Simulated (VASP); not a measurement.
# YHg (Pm-3m) in VASP: a series of runs, part 2 of 2

VASP 6.6.1. Earlier steps stand in the parts before.

## (4) Single point, LDA (25.21 Å³/atom)

This run uses another cell than the first one, of 25.21 Å³/atom.

Contents of INCAR:

```
ALGO = Normal ; EDIFF = 1E-7
ENCUT = 520 ; GGA = CA
ISIF = 2 ; ISMEAR = -1
LASPH = T ; LCHARG = F
LREAL = F ; LWAVE = F
NBANDS = 18 ; NELM = 80
PREC = Accurate ; SIGMA = 0.08
```

Contents of KPOINTS:

```
k-points
0
Gamma
  11 11 11
```

Contents of POSCAR:

```
YHg
1.0
    3.6942326480      0.0000000000      0.0000000000
    0.0000000000      3.6942326480      0.0000000000
    0.0000000000      0.0000000000      3.6942326480
Y Hg
1 1
Direct
    0.5000000000      0.5000000000      0.5000000000
    0.0000000000      0.0000000000      0.0000000000
```

Potentials or basis: VASP PAW LDA potentials, release 64 (Y_sv, Hg).

Started as:

```
$ cat potpaw_LDA.64/Y_sv/POTCAR potpaw_LDA.64/Hg/POTCAR > POTCAR
$ mpirun -np 1 vasp_std > vasp.out
```

OUTCAR:

```text
EDIFF = 1E-7
   ENCUT = 520
   GGA = CA
   ISIF = 2
   ISMEAR = -1
   LASPH = T
   LREAL = F
   NELM = 80
   PREC = Accurate

 ion  position               nearest neighbor table
   1  0.500  0.500  0.500-   2 3.20   2 3.20   2 3.20   2 3.20   2 3.20   2 3.20   2 3.20   2 3.20

   2  0.000  0.000  0.000-   1 3.20   1 3.20   1 3.20   1 3.20   1 3.20   1 3.20   1 3.20   1 3.20

  LATTYP: Found a simple cubic cell.
 ALAT       =     3.6942326480

  Lattice vectors:

 A1 = (   3.6942326480,   0.0000000000,   0.0000000000)
 A2 = (   0.0000000000,   3.6942326480,   0.0000000000)
 A3 = (   0.0000000000,   0.0000000000,   3.6942326480)

Analysis of symmetry for initial positions (statically):
=====================================================================
 Subroutine PRICEL returns:
 Original cell was already a primitive cell.

 Routine SETGRP: Setting up the symmetry group for a
 simple cubic supercell.

 Subroutine GETGRP returns: Found 48 space group operations
 (whereof 48 operations were pure point group operations)
 out of a pool of 48 trial point group operations.

The static configuration has the point symmetry O_h .

Analysis of symmetry for dynamics (positions and initial velocities):
=====================================================================
 Subroutine PRICEL returns:
 Original cell was already a primitive cell.

 Routine SETGRP: Setting up the symmetry group for a
 simple cubic supercell.

 Subroutine GETGRP returns: Found 48 space group operations
 (whereof 48 operations were pure point group operations)
 out of a pool of 48 trial point group operations.

The dynamic configuration has the point symmetry O_h .

 Subroutine INISYM returns: Found 48 space group operations
 (whereof 48 operations are pure point group operations),
 and found     1 'primitive' translations

----------------------------------------------------------------------------------------

                                     Primitive cell

  volume of cell :      50.4165

  direct lattice vectors                    reciprocal lattice vectors
     3.694232648  0.000000000  0.000000000     0.270692210  0.000000000  0.000000000
     0.000000000  3.694232648  0.000000000     0.000000000  0.270692210  0.000000000
     0.000000000  0.000000000  3.694232648     0.000000000  0.000000000  0.270692210

  length of vectors
     3.694232648  3.694232648  3.694232648     0.270692210  0.270692210  0.270692210

  position of ions in fractional coordinates (direct lattice)
     0.500000000  0.500000000  0.500000000
     0.000000000  0.000000000  0.000000000

  ion indices of the primitive-cell ions
   primitive index   ion index
                 1           1
                 2           2

----------------------------------------------------------------------------------------

 KPOINTS: k-points

Automatic generation of k-mesh.
 Grid dimensions read from file:
 generate k-points for:   11   11   11

 Generating k-lattice:

  Cartesian coordinates                     Fractional coordinates (reciprocal lattice)
     0.024608383  0.000000000  0.000000000     0.090909091  0.000000000  0.000000000
     0.000000000  0.024608383  0.000000000     0.000000000  0.090909091  0.000000000
     0.000000000  0.000000000  0.024608383     0.000000000  0.000000000  0.090909091

  Length of vectors
     0.024608383  0.024608383  0.024608383

  Shift w.r.t. Gamma in fractional coordinates (k-lattice)
     0.000000000  0.000000000  0.000000000

 Subroutine IBZKPT returns following result:
 ===========================================

 Found     56 irreducible k-points:

 Following reciprocal coordinates:
            Coordinates               Weight
  0.000000  0.000000  0.000000      1.000000
  0.090909  0.000000  0.000000      6.000000
  0.181818  0.000000  0.000000      6.000000
  0.272727  0.000000  0.000000      6.000000
  0.363636  0.000000  0.000000      6.000000
  0.454545  0.000000  0.000000      6.000000
[... 16 lines left out ...]
  0.181818  0.090909  0.090909     24.000000
  0.272727  0.090909  0.090909     24.000000
 [... further k-points ...]
   k-points           NKPTS =     56   k-points in BZ     NKDIM =     56   number of bands    NBANDS=     18
   number of dos      NEDOS =    301   number of ions     NIONS =      2
   total plane-waves  NPLWV =  21952
   dimension x,y,z NGX =    28 NGY =   28 NGZ =   28
   dimension x,y,z NGXF=    56 NGYF=   56 NGZF=   56
   ions per type =               1   1
   NGX,Y,Z   is equivalent  to a cutoff of  12.60, 12.60, 12.60 a.u.
   NGXF,Y,Z  is equivalent  to a cutoff of  25.20, 25.20, 25.20 a.u.
 SYSTEM =  unknown system
   PREC   = accura    normal or accurate (medium, high low for compatibility)
   ISTART =      0    job   : 0-new  1-cont  2-samecut
   ICHARG =      2    charge: 1-file 2-atom 10-const
   ISPIN  =      1    spin polarized calculation?
   LNONCOLLINEAR =      F non collinear calculations
   LSORBIT =      F    spin-orbit coupling
   LASPH  =      T    aspherical Exc in radial PAW
   ENCUT  =  520.0 eV  38.22 Ry    6.18 a.u.   6.87  6.87  6.87*2*pi/ulx,y,z
   NELM   =     80;   NELMIN=  2; NELMDL= -5     # of ELM steps
   EDIFF  = 0.1E-06   stopping-criterion for ELM
   LREAL  =      F    real-space projection
   EDIFFG = 0.1E-05   stopping-criterion for IOM
   NSW    =      0    number of steps for IOM
   IBRION =     -1    ionic relax: 0-MD 1-quasi-New 2-CG
   NFREE  =      0    steps in history (QN), initial steepest desc. (CG)
   ISIF   =      2    stress and relaxation
   ISYM   =      2    0-nonsym 1-usesym 2-fastsym
   POTIM  = 0.5000    time-step for ionic-motion
   TEBEG  =    0.0;   TEEND  =   0.0 temperature during run
   PSTRESS=    0.0 pullay stress
   NELECT =      23.0000    total number of electrons
   NUPDOWN=      -1.0000    fix difference up-down
   EMIN   =  10.00;   EMAX   =-10.00  energy-range for DOS
   EFERMI =   0.00;   METHOD = LEGACY
   ISMEAR =    -1;   SIGMA  =   0.08  broadening in eV -4-tet -1-fermi 0-gaus
   EFERMI_NEDOS =   21; number of points for ismear=-14 and -15
   IALGO  =     38    algorithm
   IMIX   =      4    mixing-type and parameters
     AMIX     =   0.40;   BMIX     =  1.00
     AMIX_MAG =   1.60;   BMIX_MAG =  1.00
  volume/ion in A,a.u.               =      25.21       170.11
  Fermi-wavevector in a.u.,A,eV,Ry     =   1.260259  2.381545 21.609496  1.588253
  Thomas-Fermi vector in A             =   2.393778
   LORBIT       =      0    0 simple, 1 ext, 2 COOP (PROOUT), +10 PAW based schemes
   GGA     = CA    functional components
   LHFCALC =     F    Hartree Fock is set to
   AEXX    =    0.0000 exact exchange contribution
   IVDW    =     0    specifies the selected vdW correction
   LEPSILON=     F    determine dielectric tensor
   LRPA    =     F    only Hartree local field effects (RPA)
 non-spin polarized calculation
  energy-cutoff  :      520.00
  volume of cell :       50.42
 maximum number of plane-waves:      1374
 NGX is ok and might be reduce to    28
   NGX = 13   NGY = 13   NGZ = 13

 number of electron      23.0000005 magnetization

 Free energy of the ion-electron system (eV)
  ---------------------------------------------------
  ext. energy  EPLUGINS =         0.00000000
  ---------------------------------------------------
  free energy    TOTEN  =        -9.19454632 eV

  energy without entropy =       -9.14931655  energy(sigma->0) =       -9.17193144

 E-fermi :   3.7736     XC(G=0): -10.8203

 val. band max:        3.7378109474   @ k =   0.1818   0.1818   0.0909
 cond. band min:       3.7817219741   @ k =   0.3636   0.2727   0.0000
 fundamental gap:      0.0439110267
 Fermi energy:         3.7735975491

 k-point     1 :       0.0000    0.0000    0.0000
  band No.  band energies     occupation
      1     -39.1661      2.00000
      2     -19.1700      2.00000
      3     -19.1700      2.00000
      4     -19.1700      2.00000
      5      -4.1733      2.00000
      6      -3.9656      2.00000
[... 10 lines left out ...]
     17       8.1929      0.00000
     18       8.1929      0.00000
[... 463 lines left out ...]
 k-point    24 :       0.2727    0.0909    0.0909
  band No.  band energies     occupation
      1     -39.1544      2.00000
      2     -19.3138      2.00000
      3     -19.1785      2.00000
      4     -19.1770      2.00000
      5      -3.8235      2.00000
      6      -3.7005      2.00000
[... 10 lines left out ...]
     17      10.2306      0.00000
     18      11.1667      0.00000

 [... further k-points ...]

------------------------ aborting loop because EDIFF is reached ----------------------------------------

  FORCE on cell =-STRESS in cart. coord.  units (eV):
  Direction    XX          YY          ZZ          XY          YZ          ZX
  --------------------------------------------------------------------------------------
  -------------------------------------------------------------------------------------
  Total       -1.2324501     -1.2324501     -1.2324501      0.0000000      0.0000000     -0.0000000
  in kB      -39.1658194    -39.1658194    -39.1658194      0.0000000      0.0000000     -0.0000000
  external PRESSURE =     -39.1658194 kB  Pullay stress =       0.0000000 kB

 VOLUME and BASIS-vectors are now :
 -----------------------------------------------------------------------------
  energy-cutoff  :      520.00
  volume of cell :       50.42
      direct lattice vectors                 reciprocal lattice vectors
     3.694232648  0.000000000  0.000000000     0.270692210  0.000000000  0.000000000
     0.000000000  3.694232648  0.000000000     0.000000000  0.270692210  0.000000000
     0.000000000  0.000000000  3.694232648     0.000000000  0.000000000  0.270692210

 POSITION                                       TOTAL-FORCE (eV/Angst)
 -----------------------------------------------------------------------------------
      1.84712      1.84712      1.84712         0.000000      0.000000      0.000000
      0.00000      0.00000      0.00000         0.000000      0.000000      0.000000
 -----------------------------------------------------------------------------------
    total drift:                               -0.000000      0.000000      0.000000

  FREE ENERGIE OF THE ION-ELECTRON SYSTEM (eV)
  ---------------------------------------------------
  free  energy   TOTEN  =        -9.1945463248 eV

  energy  without entropy=       -9.1493165542  energy(sigma->0) =       -9.17193144
```

OSZICAR:

```text
N       E                     dE             d eps       ncg     rms          rms(c)
DAV:   1     0.135282685251E+03    0.13528E+03   -0.11731E+04  2032   0.122E+03
DAV:   2    -0.341910048961E+01   -0.13870E+03   -0.13418E+03  2178   0.306E+02
DAV:   3    -0.958844478212E+01   -0.61693E+01   -0.61105E+01  3170   0.528E+01
DAV:   4    -0.973107862401E+01   -0.14263E+00   -0.14216E+00  2488   0.549E+00
DAV:   5    -0.973230904653E+01   -0.12304E-02   -0.12297E-02  2524   0.492E-01    0.286E+01
DAV:   6    -0.928993782944E+01    0.44237E+00   -0.71591E-01  2262   0.731E+00    0.176E+01
DAV:   7    -0.920344283950E+01    0.86495E-01   -0.51620E-01  2336   0.427E+00    0.266E+00
DAV:   8    -0.919581159178E+01    0.76312E-02   -0.37172E-02  2196   0.135E+00    0.452E-01
DAV:   9    -0.919455898894E+01    0.12526E-02   -0.79297E-03  2482   0.621E-01    0.106E-01
DAV:  10    -0.919454675255E+01    0.12236E-04   -0.29430E-04  2274   0.993E-02    0.210E-02
DAV:  11    -0.919454617774E+01    0.57480E-06   -0.10731E-05  2410   0.242E-02    0.969E-03
DAV:  12    -0.919454634071E+01   -0.16297E-06   -0.97310E-07  2742   0.605E-03    0.983E-03
DAV:  13    -0.919454632481E+01    0.15901E-07   -0.23984E-07  2154   0.331E-03
   1 F= -.91945463E+01 E0= -.91719314E+01  d E =-.452298E-01
```

Wall time 40 s (1 thread of Intel Xeon 8259CL, shared host); peak memory 0.19 GiB.

Results:

| Property | Result |
| --- | --- |
| Free energy | -9.1945 eV |
| Pressure | -3.9 GPa |
| Band gap on the k mesh | zero (an odd number of electrons rules out a gap without spin polarisation) |

Levels at points of the mesh, in eV from the Fermi level:
| k point | band 7 | band 8 | band 9 | band 10 | band 11 | band 12 | band 13 | band 14 | band 15 | band 16 |
| --- | --- | --- | --- | --- | --- | --- | --- | --- | --- | --- |
| (0.00, 0.00, 0.00) | -7.74 | -7.18 | -7.18 | -7.18 | 0.25 | 0.25 | 3.75 | 3.75 | 3.75 | 4.42 |

Caveat: the cell stands under tension; spin-orbit coupling is left out, which moves the levels of the heavy elements.

## (5) Overview

```tsv
cell	gap on the mesh (eV)	pressure (GPa)
a = 3.657 Å, 2 atoms	none	-1.9
a = 3.670 Å, 2 atoms	none	-2.6
a = 3.694 Å, 2 atoms	none	-3.9
```

Alike in all rows: task single point; level LDA; potentials or basis VASP PAW LDA potentials, release 64 (Y_sv, Hg); no spin polarisation; k mesh 11 × 11 × 11; cutoff (eV) 520; smearing fermi-dirac 0.08 eV.

Caveats: spin-orbit coupling is left out, which moves the levels of the heavy elements; the cell stands under tension (at least some runs).

Total energies depend on the potentials used, so only differences within one code and one set of settings carry meaning.
